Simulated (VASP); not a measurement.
Write the native input for VASP 6.6.1 that does the following.

```
Task                   : single point
Functional             : r2SCAN
Potentials or basis    : VASP PAW PBE potentials, release 64 (Sn_d, Se)
Cutoff                 : 550 eV
k mesh                 : 9 × 9 × 1
Occupations            : fermi-dirac, width 0.05 eV
Spin                   : no spin polarisation
Dipole correction      : no
Further INCAR settings : ALGO = Normal; EDIFF = 1e-06; NBANDS = 20
```

Slab: SnSe2, a slab with vacuum.

```xyz
3
Lattice="3.8015 0.0000 0.0000 -1.9007 3.2922 0.0000 0.0000 0.0000 18.0000" Properties=species:S:1:pos:R:3 pbc="T T T"
Sn    0.0000    0.0000    9.0000
Se    0.0000    2.1948   10.5870
Se    1.9007    1.0974    7.4130
```

The input as run:

POSCAR

```
SnSe2
1.0
    3.8014940000      0.0000000000      0.0000000000
   -1.9007470000      3.2921900000      0.0000000000
    0.0000000000      0.0000000000     18.0000000000
Sn Se
1 2
Direct
    0.0000000000      0.0000000000      0.5000000000
    0.3333330000      0.6666670000      0.5881690000
    0.6666670000      0.3333330000      0.4118310000
```

INCAR.step1

```
SYSTEM = SnSe2
ALGO = Normal ; EDIFF = 1E-5
ENCUT = 550 ; GGA = PE
GGA_COMPAT = .False. ; ISMEAR = -1
LASPH = .True. ; LCHARG = .False.
LREAL = .False. ; LWAVE = .True.
NBANDS = 20 ; NELM = 120
PREC = Accurate ; SIGMA = 0.05
```

INCAR.step2

```
SYSTEM = SnSe2
ALGO = Normal ; EDIFF = 1E-6
ENCUT = 550 ; GGA_COMPAT = .False.
ISIF = 2 ; ISMEAR = -1
ISTART = 1 ; LASPH = .True.
LCHARG = .False. ; LMIXTAU = .True.
LREAL = .False. ; LWAVE = .False.
METAGGA = R2SCAN ; NBANDS = 20
NELM = 120 ; PREC = Accurate
SIGMA = 0.05
```

KPOINTS

```
k-points
0
Gamma
  9 9 1
  0 0 0
```

Potentials or basis: VASP PAW PBE potentials, release 64 (Sn_d, Se).

Launch:

```sh
$ cat potpaw_PBE.64/Sn_d/POTCAR potpaw_PBE.64/Se/POTCAR > POTCAR
$ cp INCAR.step1 INCAR
$ mpirun -np 1 vasp_std > vasp.out
$ cp INCAR.step2 INCAR
$ mpirun -np 1 vasp_std > vasp.out
```

It gave:

```yaml
Largest_force: 0.015 eV/Å
Band_gap_on_the_k_mesh: 1.15 eV, indirect (least direct gap 1.50 eV)
```

Caveat: the PAW data sets were made with another functional, which shifts forces and pressure a little; spin-orbit coupling is left out, which moves the levels of the heavy elements.

Run time: 2.8 min on 1 thread of AMD EPYC 9R45 96-Core Processor (Zen 5) (shared host), peak memory 0.38 GiB.
